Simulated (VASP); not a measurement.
A run of VASP 6.6.1:

Contents of INCAR:

```
  ALGO = Normal
  EDIFF = 1E-6
  ENCUT = 520
  GGA = PE
  ISIF = 2
  ISMEAR = 0
  LASPH = T
  LCHARG = T
  LELF = T
  LREAL = F
  LVHAR = T
  LWAVE = F
  NBANDS = 31
  NELM = 100
  PREC = Accurate
  SIGMA = 0.1
```

File KPOINTS:

```
k-points
0
Gamma
  6 6 1
```

Contents of POSCAR:

```
Si2C3
1.0
    2.6170719925      0.0000000000      0.0000000000
   -1.3085359963      2.2664508291      0.0000000000
    0.0000000000      0.0000000000     22.8676493775
Si C
4 6
Direct
    0.6666666667      0.3333333333      0.1954542480
    0.6666666667      0.3333333333      0.3045457520
    0.3333333333      0.6666666667      0.6954542480
    0.3333333333      0.6666666667      0.8045457520
    0.6666666667      0.3333333333      0.7500000000
    0.6666666667      0.3333333333      0.9999835494
    0.6666666667      0.3333333333      0.5000164506
    0.3333333333      0.6666666667      0.0000164506
    0.3333333333      0.6666666667      0.2500000000
    0.3333333333      0.6666666667      0.4999835494
```

Potentials or basis: VASP PAW PBE potentials, release 64 (Si, C).

Launch:

```sh
$ cat potpaw_PBE.64/Si/POTCAR potpaw_PBE.64/C/POTCAR > POTCAR
$ mpirun -np 1 vasp_std > vasp.out
```

Hardware: 1 thread of Intel(R) Xeon(R) 6975P-C (Granite Rapids), on a shared host.

Question: How long does it take, and how much memory?

Answer: Wall time 25 s on 1 thread of Intel(R) Xeon(R) 6975P-C (Granite Rapids) (shared host), peak memory 0.24 GiB. Counts: scf iterations 17, k points 7.
